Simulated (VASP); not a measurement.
# Si3N4 (Fd-3m) in VASP: a series of runs

The runs below take Si3N4 through single point, relaxation of cell and atoms, with PBE.

All numbers are computed with VASP 6.6.1; they aren't measurements. Logs are shortened: lines on timing, memory, paths and dates and some standing lists are left out, and cuts for length are marked.

## (1) The cell of the first run

It takes space group Fd-3m (No. 227, cubic). Conventional cell: a = 7.789 Å, b = 7.789 Å, c = 7.789 Å, α = 90.00°, β = 90.00°, γ = 90.00°. Si (site symmetry -3m) has 6 N at 1.89 Å within 2.5 Å. Within 2.4 Å of Si (site symmetry -43m) lie 4 N at 1.79 Å. Within 2.4 Å of N (site symmetry 3m) lie 4 Si at 1.79 to 1.89 Å.

## (2) Single point, PBE

Input file INCAR:

```
SYSTEM = Si3N4
PREC = Accurate
ENCUT = 520
EDIFF = 1E-6
ISMEAR = 0
SIGMA = 0.02
LREAL = .FALSE.
LASPH = .TRUE.
NELM = 60
ALGO = Normal
ISIF = 2
LWAVE = .FALSE.
LCHARG = .TRUE.
GGA = PE
LELF = .TRUE.
LVHAR = .TRUE.
NBANDS = 45
```

Input file KPOINTS:

```
regular mesh
0
G
  6 6 6
  0 0 0
```

Input file POSCAR:

```
Si3N4
1.0
    0.0000000000      3.8946186203      3.8946186203
    3.8946186203      0.0000000000      3.8946186203
    3.8946186203      3.8946186203      0.0000000000
Si N
6 8
Direct
    0.1250000000      0.1250000000      0.6250000000
    0.1250000000      0.6250000000      0.1250000000
    0.6250000000      0.1250000000      0.1250000000
    0.1250000000      0.1250000000      0.1250000000
    0.7500000000      0.7500000000      0.7500000000
    0.5000000000      0.5000000000      0.5000000000
    0.3675422905      0.3675422905      0.3675422905
    0.3526268716      0.8824577095      0.8824577095
    0.8824577095      0.8824577095      0.3526268716
    0.8824577095      0.3526268716      0.8824577095
    0.3675422905      0.3675422905      0.8973731284
    0.3675422905      0.8973731284      0.3675422905
    0.8824577095      0.8824577095      0.8824577095
    0.8973731284      0.3675422905      0.3675422905
```

Potentials or basis: VASP PAW PBE potentials, release 64 (Si, N).

Started as:

```sh
cat potpaw_PBE.64/Si/POTCAR potpaw_PBE.64/N/POTCAR > POTCAR
mpirun -np 1 vasp_std > vasp.out
```

OUTCAR:

```text
SYSTEM = Si3N4
   PREC = Accurate
   ENCUT = 520
   EDIFF = 1E-6
   ISMEAR = 0
   LREAL = .FALSE.
   LASPH = .TRUE.
   NELM = 60
   ISIF = 2
   GGA = PE

 ion  position               nearest neighbor table
   1  0.125  0.125  0.625-   7 1.89  13 1.89  10 1.89  12 1.89   8 1.89  14 1.89   4 2.75   2 2.75
                             3 2.75   4 2.75   2 2.75   3 2.75
   2  0.125  0.625  0.125-   7 1.89  13 1.89   9 1.89  11 1.89   8 1.89  14 1.89   4 2.75   1 2.75
                             1 2.75   3 2.75   4 2.75   3 2.75
   3  0.625  0.125  0.125-   7 1.89  13 1.89  10 1.89  11 1.89  12 1.89   9 1.89   4 2.75   1 2.75
                             2 2.75   1 2.75   2 2.75   4 2.75
   4  0.125  0.125  0.125-   8 1.89   9 1.89  10 1.89  11 1.89  12 1.89  14 1.89   1 2.75   2 2.75
                             3 2.75   1 2.75   2 2.75   3 2.75
   5  0.750  0.750  0.750-   8 1.79   9 1.79  10 1.79  13 1.79
   6  0.500  0.500  0.500-  11 1.79  12 1.79  14 1.79   7 1.79
   7  0.368  0.368  0.368-   6 1.79   1 1.89   3 1.89   2 1.89
   8  0.353  0.882  0.882-   5 1.79   4 1.89   1 1.89   2 1.89
   9  0.882  0.882  0.353-   5 1.79   4 1.89   2 1.89   3 1.89
  10  0.882  0.353  0.882-   5 1.79   4 1.89   1 1.89   3 1.89
  11  0.368  0.368  0.897-   6 1.79   4 1.89   2 1.89   3 1.89
  12  0.368  0.897  0.368-   6 1.79   4 1.89   1 1.89   3 1.89
  13  0.882  0.882  0.882-   5 1.79   1 1.89   3 1.89   2 1.89
  14  0.897  0.368  0.368-   6 1.79   4 1.89   1 1.89   2 1.89

  LATTYP: Found a face centered cubic cell.
 ALAT       =     7.7892372406

  Lattice vectors:

 A1 = (   0.0000000000,   3.8946186203,   3.8946186203)
 A2 = (   3.8946186203,   0.0000000000,   3.8946186203)
 A3 = (   3.8946186203,   3.8946186203,   0.0000000000)

Analysis of symmetry for initial positions (statically):
=====================================================================
 Subroutine PRICEL returns:
 Original cell was already a primitive cell.

 Routine SETGRP: Setting up the symmetry group for a
 face centered cubic supercell.

 Subroutine GETGRP returns: Found 48 space group operations
 (whereof 24 operations were pure point group operations)
 out of a pool of 48 trial point group operations.

The static configuration has the point symmetry T_d .
 The point group associated with its full space group is O_h .

Analysis of symmetry for dynamics (positions and initial velocities):
=====================================================================
 Subroutine PRICEL returns:
 Original cell was already a primitive cell.

 Routine SETGRP: Setting up the symmetry group for a
 face centered cubic supercell.

 Subroutine GETGRP returns: Found 48 space group operations
 (whereof 24 operations were pure point group operations)
 out of a pool of 48 trial point group operations.

The dynamic configuration has the point symmetry T_d .
 The point group associated with its full space group is O_h .

 Subroutine INISYM returns: Found 48 space group operations
 (whereof 24 operations are pure point group operations),
 and found     1 'primitive' translations

----------------------------------------------------------------------------------------

                                     Primitive cell

  volume of cell :     118.1476

  direct lattice vectors                    reciprocal lattice vectors
     0.000000000  3.894618620  3.894618620    -0.128382275  0.128382275  0.128382275
     3.894618620  0.000000000  3.894618620     0.128382275 -0.128382275  0.128382275
     3.894618620  3.894618620  0.000000000     0.128382275  0.128382275 -0.128382275

  length of vectors
     5.507822473  5.507822473  5.507822473     0.222364624  0.222364624  0.222364624

  position of ions in fractional coordinates (direct lattice)
     0.125000000  0.125000000  0.625000000
     0.125000000  0.625000000  0.125000000
     0.625000000  0.125000000  0.125000000
     0.125000000  0.125000000  0.125000000
     0.750000000  0.750000000  0.750000000
     0.500000000  0.500000000  0.500000000
     0.367542290  0.367542290  0.367542290
     0.352626872  0.882457710  0.882457710
     0.882457710  0.882457710  0.352626872
     0.882457710  0.352626872  0.882457710
     0.367542290  0.367542290  0.897373128
     0.367542290  0.897373128  0.367542290
[... 32 lines left out ...]
     0.021397046 -0.021397046  0.021397046     0.000000000  0.166666667  0.000000000
     0.021397046  0.021397046 -0.021397046     0.000000000  0.000000000  0.166666667

  Length of vectors
     0.037060771  0.037060771  0.037060771

  Shift w.r.t. Gamma in fractional coordinates (k-lattice)
     0.000000000  0.000000000  0.000000000

 Subroutine IBZKPT returns following result:
 ===========================================

 Found     16 irreducible k-points:

 Following reciprocal coordinates:
            Coordinates               Weight
  0.000000  0.000000  0.000000      1.000000
  0.166667  0.000000  0.000000      8.000000
  0.333333  0.000000  0.000000      8.000000
  0.500000  0.000000  0.000000      4.000000
  0.166667  0.166667  0.000000      6.000000
  0.333333  0.166667  0.000000     24.000000
[... 8 lines left out ...]
 -0.333333  0.333333  0.166667     24.000000
 -0.333333  0.500000  0.166667     12.000000
   k-points           NKPTS =     16   k-points in BZ     NKDIM =     16   number of bands    NBANDS=     45
   number of dos      NEDOS =    301   number of ions     NIONS =     14
   total plane-waves  NPLWV =  74088
   dimension x,y,z NGX =    42 NGY =   42 NGZ =   42
   dimension x,y,z NGXF=    84 NGYF=   84 NGZF=   84
   ions per type =               6   8
   NGX,Y,Z   is equivalent  to a cutoff of  12.68, 12.68, 12.68 a.u.
   NGXF,Y,Z  is equivalent  to a cutoff of  25.35, 25.35, 25.35 a.u.
 SYSTEM =  Si3N4
   PREC   = accura    normal or accurate (medium, high low for compatibility)
   ISTART =      0    job   : 0-new  1-cont  2-samecut
   ICHARG =      2    charge: 1-file 2-atom 10-const
   ISPIN  =      1    spin polarized calculation?
   LNONCOLLINEAR =      F non collinear calculations
   LSORBIT =      F    spin-orbit coupling
   LASPH  =      T    aspherical Exc in radial PAW
   ENCUT  =  520.0 eV  38.22 Ry    6.18 a.u.  10.24 10.24 10.24*2*pi/ulx,y,z
   NELM   =     60;   NELMIN=  2; NELMDL= -5     # of ELM steps
   EDIFF  = 0.1E-05   stopping-criterion for ELM
   LREAL  =      F    real-space projection
   EDIFFG = 0.1E-04   stopping-criterion for IOM
   NSW    =      0    number of steps for IOM
   IBRION =     -1    ionic relax: 0-MD 1-quasi-New 2-CG
   NFREE  =      0    steps in history (QN), initial steepest desc. (CG)
   ISIF   =      2    stress and relaxation
   ISYM   =      2    0-nonsym 1-usesym 2-fastsym
   POTIM  = 0.5000    time-step for ionic-motion
   TEBEG  =    0.0;   TEEND  =   0.0 temperature during run
   PSTRESS=    0.0 pullay stress
   NELECT =      64.0000    total number of electrons
   NUPDOWN=      -1.0000    fix difference up-down
   EMIN   =  10.00;   EMAX   =-10.00  energy-range for DOS
   EFERMI =   0.00;   METHOD = LEGACY
   ISMEAR =     0;   SIGMA  =   0.02  broadening in eV -4-tet -1-fermi 0-gaus
   EFERMI_NEDOS =   21; number of points for ismear=-14 and -15
   IALGO  =     38    algorithm
   IMIX   =      4    mixing-type and parameters
     AMIX     =   0.40;   BMIX     =  1.00
     AMIX_MAG =   1.60;   BMIX_MAG =  1.00
  volume/ion in A,a.u.               =       8.44        56.95
  Fermi-wavevector in a.u.,A,eV,Ry     =   1.334525  2.521886 24.231373  1.780956
  Thomas-Fermi vector in A             =   2.463299
   LORBIT       =      0    0 simple, 1 ext, 2 COOP (PROOUT), +10 PAW based schemes
   GGA     = PE    functional components
   LHFCALC =     F    Hartree Fock is set to
   AEXX    =    0.0000 exact exchange contribution
   IVDW    =     0    specifies the selected vdW correction
   LEPSILON=     F    determine dielectric tensor
   LRPA    =     F    only Hartree local field effects (RPA)
 non-spin polarized calculation
 Gauss-broadening in eV      SIGMA  =   0.02
  energy-cutoff  :      520.00
  volume of cell :      118.15
 maximum number of plane-waves:      3218
 NGX is ok and might be reduce to    42
   NGX = 21   NGY = 21   NGZ = 21

 number of electron      64.0000005 magnetization

 Free energy of the ion-electron system (eV)
  ---------------------------------------------------
  ext. energy  EPLUGINS =         0.00000000
  ---------------------------------------------------
  free energy    TOTEN  =      -112.48428582 eV

  energy without entropy =     -112.48428582  energy(sigma->0) =     -112.48428582

 E-fermi :   9.2566     XC(G=0): -12.2157

 val. band max:        9.0897757903   @ k =  -0.1667   0.1667   0.0000
 cond. band min:      12.4208471819   @ k =   0.0000   0.0000   0.0000
 fundamental gap:      3.3310713916
 Fermi energy:         9.2565854366

 k-point     1 :       0.0000    0.0000    0.0000
  band No.  band energies     occupation
      1      -9.6675      2.00000
      2      -6.3981      2.00000
      3      -5.4771      2.00000
      4      -5.4771      2.00000
      5      -5.4771      2.00000
      6      -4.5167      2.00000
[... 741 lines left out ...]
     43      18.8759      0.00000
     44      18.8759      0.00000
 [bands above 44 left out]

------------------------ aborting loop because EDIFF is reached ----------------------------------------

  FORCE on cell =-STRESS in cart. coord.  units (eV):
  Direction    XX          YY          ZZ          XY          YZ          ZX
  --------------------------------------------------------------------------------------
  -------------------------------------------------------------------------------------
  Total       -0.1362595     -0.1362595     -0.1362595      0.0000000     -0.0000000      0.0000000
  in kB       -1.8477905     -1.8477905     -1.8477905      0.0000000     -0.0000000      0.0000000
  external PRESSURE =      -1.8477905 kB  Pullay stress =       0.0000000 kB

 VOLUME and BASIS-vectors are now :
 -----------------------------------------------------------------------------
  energy-cutoff  :      520.00
  volume of cell :      118.15
      direct lattice vectors                 reciprocal lattice vectors
     0.000000000  3.894618620  3.894618620    -0.128382275  0.128382275  0.128382275
     3.894618620  0.000000000  3.894618620     0.128382275 -0.128382275  0.128382275
     3.894618620  3.894618620  0.000000000     0.128382275  0.128382275 -0.128382275

 POSITION                                       TOTAL-FORCE (eV/Angst)
 -----------------------------------------------------------------------------------
      2.92096      2.92096      0.97365         0.000000      0.000000      0.000000
      2.92096      0.97365      2.92096         0.000000      0.000000      0.000000
      0.97365      2.92096      2.92096         0.000000      0.000000      0.000000
      0.97365      0.97365      0.97365         0.000000      0.000000      0.000000
      5.84193      5.84193      5.84193         0.000000      0.000000      0.000000
      3.89462      3.89462      3.89462         0.000000      0.000000      0.000000
      2.86287      2.86287      2.86287         0.004044      0.004044      0.004044
      6.87367      4.81018      4.81018        -0.004044      0.004044      0.004044
      4.81018      4.81018      6.87367         0.004044      0.004044     -0.004044
      4.81018      6.87367      4.81018         0.004044     -0.004044      0.004044
      4.92636      4.92636      2.86287        -0.004044     -0.004044      0.004044
      4.92636      2.86287      4.92636        -0.004044      0.004044     -0.004044
      6.87367      6.87367      6.87367        -0.004044     -0.004044     -0.004044
      2.86287      4.92636      4.92636         0.004044     -0.004044     -0.004044
 -----------------------------------------------------------------------------------
    total drift:                                0.000000     -0.000000      0.000000

  FREE ENERGIE OF THE ION-ELECTRON SYSTEM (eV)
  ---------------------------------------------------
  free  energy   TOTEN  =      -112.4842858194 eV

  energy  without entropy=     -112.4842858194  energy(sigma->0) =     -112.48428582
```

It took 42 s on 1 thread of Intel Xeon 6975P-C (Granite Rapids), shared host; peak memory 0.27 GiB.

Results:

* Free energy: -112.4843 eV
* Pressure: -0.2 GPa
* Largest force: 0.007 eV/Å
* Band gap on the k mesh: 3.33 eV, indirect (least direct gap 3.37 eV)

Forces on the atoms (eV/Å):
```
Si   0.000  0.000  0.000
Si   0.000  0.000  0.000
Si   0.000  0.000  0.000
Si   0.000  0.000  0.000
Si   0.000  0.000  0.000
Si   0.000  0.000  0.000
N    0.004  0.004  0.004
N   -0.004  0.004  0.004
N    0.004  0.004 -0.004
N    0.004 -0.004  0.004
N   -0.004 -0.004  0.004
N   -0.004  0.004 -0.004
N   -0.004 -0.004 -0.004
N    0.004 -0.004 -0.004
```

Levels at points of the mesh, in eV from the valence-band top:
| k point | band 28 | band 29 | band 30 | band 31 | band 32 | band 33 | band 34 | band 35 | band 36 | band 37 |
| --- | --- | --- | --- | --- | --- | --- | --- | --- | --- | --- |
| (0.00, 0.00, 0.00) | -0.16 | -0.16 | -0.04 | -0.04 | -0.04 | 3.33 | 3.33 | 3.33 | 4.87 | 5.95 |
| (0.50, 0.00, 0.00) | -0.80 | -0.47 | -0.47 | -0.33 | -0.33 | 4.92 | 5.76 | 5.76 | 6.22 | 6.75 |
| (0.50, 0.50, 0.00) | -1.66 | -1.10 | -1.10 | -0.43 | -0.43 | 6.62 | 6.62 | 6.94 | 6.94 | 7.73 |

A k mesh can miss the band edges.

[end of part 1 of 2]
